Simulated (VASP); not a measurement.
Input of a VASP 6.6.1 run:

The input POSCAR:

```
V
1.0
   -1.5182395338      1.5182395338      1.5182395338
    1.5182395338     -1.5182395338      1.5182395338
    1.5182395338      1.5182395338     -1.5182395338
V
1
Direct
    0.0000000000      0.0000000000      0.0000000000
```

INCAR.step1

```
PREC = Accurate ; ENCUT = 520
ISMEAR = -1 ; SIGMA = 0.1
LREAL = False ; LASPH = True
NELM = 80 ; NBANDS = 12
GGA = PE ; ALGO = Normal
EDIFF = 1E-4 ; LWAVE = True
LCHARG = False
```

Contents of INCAR.step2:

```
PREC = Accurate ; ENCUT = 520
EDIFF = 1E-6 ; ISMEAR = -1
SIGMA = 0.1 ; LREAL = False
LASPH = True ; NELM = 80
ALGO = Normal ; ISIF = 2
LWAVE = False ; LCHARG = False
METAGGA = R2SCAN ; LMIXTAU = True
NBANDS = 12 ; ISTART = 1
```

Contents of KPOINTS:

```
Automatic mesh
0
Gamma
  16 16 16
```

Potentials or basis: VASP PAW PBE potentials, release 64 (V_sv).

Launch:

```bash
$ cat potpaw_PBE.64/V_sv/POTCAR > POTCAR
$ cp INCAR.step1 INCAR
$ mpirun -np 1 vasp_std > vasp.out
$ cp INCAR.step2 INCAR
$ mpirun -np 1 vasp_std > vasp.out
```

Task: Predict the pressure.

Result: -8.5 GPa.

Caveat: the PAW data sets were made with another functional, which shifts forces and pressure a little.
